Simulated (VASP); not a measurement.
O, 2 atoms in the cell. The structure is monoclinic, space group C2/m (No. 12). Conventional cell: a = 5.317 Å, b = 3.070 Å, c = 3.070 Å, α = 90.00°, β = 125.26°, γ = 90.00°. Within 2.4 Å of O (site symmetry m) lie 4 O at 1.81 to 1.96 Å. 

```yaml
Program: VASP 6.6.1
Task: single point
Functional: PBEsol
Dispersion: D3(BJ)
Potentials_or_basis: VASP PAW PBE potentials, release 64 (O)
Cutoff: 600 eV
k_mesh: 5 × 5 × 5
Occupations: fermi-dirac, width 0.1 eV
Spin: no spin polarisation
Dipole_correction: no
Further_INCAR_settings: ALGO = Normal; EDIFF = 1e-06; NBANDS = 13
```

Potentials or basis: VASP PAW PBE potentials, release 64 (O).

Command:

```bash
$ cat potpaw_PBE.64/O/POTCAR > POTCAR
$ mpirun -np 1 vasp_std > vasp.out
```

Hardware: 1 thread of AMD EPYC 9R45 96-Core Processor (Zen 5) (shared host).

**Question.** How long does it take, and how much memory?

**Answer.** Run time: 8.6 s on 1 thread of AMD EPYC 9R45 96-Core Processor (Zen 5), with other jobs on the host, peak memory 0.13 GiB. Counts: scf iterations 11, k points 39.
